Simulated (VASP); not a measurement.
# Li7CaNb8O24 (a cell with a defect) in VASP: further runs, part 2 of 2

VASP 6.6.1. Earlier steps stand in the parts before.

## (3) Single point, PBE

INCAR reads:

```
SYSTEM = Li7CaNb8O24
PREC     = Accurate       ! precision mode
ENCUT    = 650            ! plane-wave cutoff, eV
EDIFF    = 1E-6           ! SCF threshold, eV
ISMEAR   = 0              ! smearing method
SIGMA    = 0.01           ! smearing width, eV
LREAL    = Auto         
LASPH    = .True.         ! aspherical terms in the spheres
NELM     = 120            ! most SCF steps
ALGO     = Normal         ! electronic algorithm
ISIF     = 2              ! what is computed and relaxed
LWAVE    = .False.        ! write WAVECAR
LCHARG   = .False.        ! write CHGCAR
GGA      = PE             ! functional
NELECT   = 280.0        
NBANDS   = 166            ! bands
GGA_COMPAT= .False.      
ISYM     = -1
```

KPOINTS reads:

```
explicit points
1
Reciprocal
  0.25000000   0.25000000   0.25000000 1
```

POSCAR reads:

```
Li7CaNb8O24
1.0
    2.5949501400      1.4981951600      4.6722232500
   -5.1899002700      2.9963903200      9.3444465000
    0.0000000000     -5.9927806400      9.3444465000
Li Nb O Ca
7 8 24 1
Direct
    0.7233771817      0.3568884268      0.3659734686
    0.2071487840      0.1177588390      0.1132233333
    0.7395503956      0.3579734847      0.8528630107
    0.2117367059      0.1188337271      0.6064822045
    0.7143812673      0.8569782996      0.3681235684
    0.2027423549      0.6116902208      0.1173744883
    0.7197507469      0.8485169573      0.8640003777
    1.0236489359      0.5015797503      0.4973858196
    0.5086175822      0.2451889330      0.2543718779
    0.9834362057      0.4984404341      1.0171995883
    0.5130903282      0.2383292884      0.7648066471
    0.9761665663      1.0118683149      0.5056454218
    0.5048998285      0.7594639632      0.2465239622
    0.9961917731      1.0025270187      1.0055836430
    0.4803473033      0.7479129041      0.7612463169
    0.2885003629      0.3221551053      0.4360610462
    0.6206163027      0.4495661090      0.1362061499
    0.8866419613      0.1476073034      0.3117716218
    0.3921260265      0.0686703089      0.3873436225
    0.7861434940      0.1928681874      0.0668114407
    0.1403413084      0.3811395017      0.1931999828
    0.2664631835      0.3233166728      0.9373853399
    0.6845269347      0.4284643004      0.6390189285
    0.8950576364      0.1405684987      0.8156396910
    0.4010318436      0.0596904891      0.8856806693
    0.7903032407      0.1902135325      0.5697280845
    0.1666439058      0.3883803356      0.6874346420
    0.2749119582      0.8413952560      0.4205652448
    0.6314206727      0.9508479062      0.1289205803
    0.8857173569      0.6412567224      0.3214069490
    0.4003223593      0.5710670731      0.3885036550
    0.7927349038      0.6894541389      0.0697261996
    0.1433835007      0.8791938636      0.1886630551
    0.2465700592      0.8269523601      0.9354023601
    0.6328951788      0.9458930885      0.6281012684
    0.8365915094      0.6466322085      0.8359253934
    0.3829239000      0.5648879122      0.8770269575
    0.7797681562      0.6905289647      0.5711753765
    0.1303913716      0.8741112989      0.6888242373
    0.2347425524      0.6179641219      0.6217654150
```

Potentials or basis: VASP PAW PBE potentials, release 64 (Li_sv, Nb_sv, O, Ca_sv).

The run is started by

```
$ cat potpaw_PBE.64/Li_sv/POTCAR potpaw_PBE.64/Nb_sv/POTCAR potpaw_PBE.64/O/POTCAR potpaw_PBE.64/Ca_sv/POTCAR > POTCAR
$ mpirun -np 1 vasp_std > vasp.out
```

OUTCAR:

```text
SYSTEM = Li7CaNb8O24
   PREC = Accurate
   ENCUT = 650
   EDIFF = 1E-6
   ISMEAR = 0
   LREAL = Auto
   LASPH = .True.
   NELM = 120
   ISIF = 2
   GGA = PE
   NELECT = 280.0
   ISYM = -1

 ion  position               nearest neighbor table
   1  0.723  0.357  0.366-  26 2.03  21 2.06  31 2.07  18 2.27  16 2.28
   2  0.207  0.118  0.113-  18 1.97  29 2.05  22 2.06  20 2.26
   3  0.740  0.358  0.853-  37 2.06  20 2.08  27 2.10  23 2.19  24 2.26
   4  0.212  0.119  0.606-  24 2.02  16 2.06  35 2.07  26 2.21
   5  0.714  0.857  0.368-  38 2.03  19 2.04  33 2.11  28 2.25  30 2.28
   6  0.203  0.612  0.117-  30 2.01  17 2.02  34 2.13  32 2.20
   7  0.720  0.849  0.864-  25 2.04  39 2.04  32 2.05  36 2.11
   8  0.024  0.502  0.497-  23 1.90  16 1.92  30 1.93  31 2.09  38 2.10  27 2.11
   9  0.509  0.245  0.254-  19 1.88  20 1.95  21 1.96  18 2.04  16 2.07  17 2.14
  10  0.983  0.498  0.017-  17 1.88  22 1.99  36 2.01  21 2.01  32 2.03  37 2.13
  11  0.513  0.238  0.765-  25 1.89  27 1.96  26 1.99  24 2.01  22 2.02  23 2.18
  12  0.976  0.012  0.506-  35 1.88  18 1.96  28 1.98  26 1.99  39 2.05  19 2.18
  13  0.505  0.759  0.247-  33 1.92  32 1.95  31 1.95  28 2.02  29 2.06  30 2.12
  14  0.996  0.003  0.006-  29 1.90  34 1.94  24 1.96  33 2.04  20 2.06  25 2.12
  15  0.480  0.748  0.761-  37 1.89  39 1.95  38 2.00  34 2.00  36 2.04  35 2.18
  16  0.289  0.322  0.436-   8 1.92   4 2.06   9 2.07   1 2.28
[... 364 lines left out ...]
    151       8.1137      0.00000
    152       8.2319      0.00000
 [bands above 152 left out]

------------------------ aborting loop because EDIFF is reached ----------------------------------------

  FORCE on cell =-STRESS in cart. coord.  units (eV):
  Direction    XX          YY          ZZ          XY          YZ          ZX
  --------------------------------------------------------------------------------------
  -------------------------------------------------------------------------------------
  Total       18.7524613     22.2476889     13.5326131     -0.0093989      0.0760788      0.5220713
  in kB       68.9186283     81.7642111     49.7347586     -0.0345428      0.2796030      1.9187047
  external PRESSURE =      66.8058660 kB  Pullay stress =       0.0000000 kB

 VOLUME and BASIS-vectors are now :
 -----------------------------------------------------------------------------
  energy-cutoff  :      650.00
  volume of cell :      435.95
      direct lattice vectors                 reciprocal lattice vectors
     2.594950140  1.498195160  4.672223250     0.192681930  0.111244964  0.071343623
    -5.189900270  2.996390320  9.344446500    -0.096340965  0.055622482  0.035671811
     0.000000000 -5.992780640  9.344446500     0.000000000 -0.111244964  0.035671811

 POSITION                                       TOTAL-FORCE (eV/Angst)
 -----------------------------------------------------------------------------------
      0.02491     -0.04006     10.13452         0.001202      0.000539     -0.005717
     -0.07362     -0.01532      3.12625        -0.001026      0.001445     -0.004483
      0.06125     -2.93040     14.76994         0.004076     -0.005626     -0.001355
     -0.06729     -2.96122      7.76696        -0.003302      0.003231     -0.004972
     -2.59385      1.43204     14.78565        -0.006072      0.001055     -0.000054
     -2.64850      1.43321      7.75996        -0.000354      0.003491     -0.002966
[... 32 lines left out ...]
     -4.19819     -1.31344     15.21399         0.005041      0.009412     -0.006023
     -2.59803     -1.52275     12.68136        -0.009930      0.014536      0.007130
 -----------------------------------------------------------------------------------
    total drift:                                0.002744     -0.000245      0.004419

  FREE ENERGIE OF THE ION-ELECTRON SYSTEM (eV)
  ---------------------------------------------------
  free  energy   TOTEN  =      -313.8085083901 eV

  energy  without entropy=     -313.8085083901  energy(sigma->0) =     -313.80850839
```

OSZICAR:

```text
N       E                     dE             d eps       ncg     rms          rms(c)
DAV:   1     0.403624486659E+04    0.40362E+04   -0.16729E+05   332   0.209E+03
DAV:   2     0.131383505729E+03   -0.39049E+04   -0.37558E+04   388   0.716E+02
DAV:   3    -0.346946563670E+03   -0.47833E+03   -0.47356E+03   496   0.223E+02
DAV:   4    -0.379134107123E+03   -0.32188E+02   -0.32044E+02   552   0.557E+01
DAV:   5    -0.382775916982E+03   -0.36418E+01   -0.36306E+01   608   0.133E+01    0.531E+01
DAV:   6    -0.312951179030E+03    0.69825E+02   -0.38937E+02   440   0.583E+01    0.202E+01
DAV:   7    -0.313563872730E+03   -0.61269E+00   -0.38376E+01   520   0.197E+01    0.967E+00
DAV:   8    -0.313767529525E+03   -0.20366E+00   -0.35947E+00   544   0.599E+00    0.484E+00
DAV:   9    -0.313809690274E+03   -0.42161E-01   -0.11701E+00   488   0.368E+00    0.219E+00
DAV:  10    -0.313803895721E+03    0.57946E-02   -0.27154E-01   496   0.207E+00    0.639E-01
DAV:  11    -0.313806064340E+03   -0.21686E-02   -0.47901E-02   488   0.912E-01    0.314E-01
DAV:  12    -0.313807712913E+03   -0.16486E-02   -0.11266E-02   512   0.396E-01    0.173E-01
DAV:  13    -0.313808189353E+03   -0.47644E-03   -0.16877E-03   496   0.160E-01    0.851E-02
DAV:  14    -0.313808428268E+03   -0.23891E-03   -0.54112E-04   480   0.845E-02    0.404E-02
DAV:  15    -0.313808505674E+03   -0.77406E-04   -0.13814E-04   416   0.454E-02    0.212E-02
DAV:  16    -0.313808508051E+03   -0.23771E-05   -0.34408E-05   504   0.216E-02    0.116E-02
DAV:  17    -0.313808508390E+03   -0.33942E-06   -0.73822E-06   344   0.993E-03
   1 F= -.31380851E+03 E0= -.31380851E+03  d E =-.203680E-74
```

stdout:

```text
POSCAR found type information on POSCAR LiNbO Ca
 POSCAR found :  4 types and      40 ions
 scaLAPACK will be used
 LDA part: xc-table for (Slater+PW92), standard interpolation
 POSCAR, INCAR and KPOINTS ok, starting setup
 FFT: planning ... GRIDC
 FFT: planning ... GRID_SOFT
 FFT: planning ... GRID
 WAVECAR not read
 entering main loop
 the old and the new charge density differ
 old charge density:   279.00000 new  280.00000
    0.531E+01
```

It took 5.7 min on 1 thread of Intel Xeon 6975P-C (Granite Rapids), shared host; peak memory 0.89 GiB.

Results:

```
Free energy   : -313.8085 eV
Largest force : 0.071 eV/Å
```

Forces in eV/Å, atoms in the order of the input:
```
Li   0.001  0.001 -0.006
Li  -0.001  0.001 -0.004
Li   0.004 -0.006 -0.001
Li  -0.003  0.003 -0.005
Li  -0.006  0.001  0.000
Li   0.000  0.003 -0.003
Li   0.004  0.005  0.001
Nb   0.022 -0.007  0.006
Nb   0.011 -0.016  0.014
Nb  -0.002  0.013  0.003
Nb   0.000  0.017  0.017
Nb   0.009  0.026  0.010
Nb  -0.008 -0.011  0.026
Nb  -0.003  0.003  0.012
Nb  -0.002  0.007  0.005
O   -0.017  0.010  0.002
O    0.016  0.001 -0.002
O   -0.003 -0.032  0.005
O   -0.022  0.014  0.002
O   -0.009 -0.015  0.000
O    0.012  0.007 -0.002
O   -0.003  0.007 -0.005
O    0.064  0.011  0.013
O   -0.009 -0.014 -0.007
O   -0.012  0.004 -0.002
O    0.006 -0.021 -0.004
O    0.016  0.000 -0.025
O   -0.034  0.040  0.002
O    0.013 -0.007 -0.014
O    0.003 -0.015  0.002
O   -0.017  0.013 -0.017
O    0.003 -0.011 -0.007
O    0.012  0.009 -0.004
O    0.002  0.008 -0.004
O    0.012  0.000  0.003
O   -0.037 -0.060  0.009
O   -0.018  0.003  0.002
O    0.002 -0.016 -0.020
O    0.005  0.009 -0.006
Ca  -0.010  0.015  0.007
```

Levels at points of the mesh, in eV from the Fermi level:
```csv
k point,band 136,band 137,band 138,band 139,band 140,band 141,band 142,band 143,band 144,band 145
"(0.25, 0.25, 0.25)",-3.61,-3.55,-3.52,-3.47,-0.13,0.17,0.27,0.29,0.39,0.45
```

Caveat: the cell carries a net charge on a neutralising background, which shifts energy and pressure; the cell is charged against a uniform background, so pressure and absolute levels hang on convention.
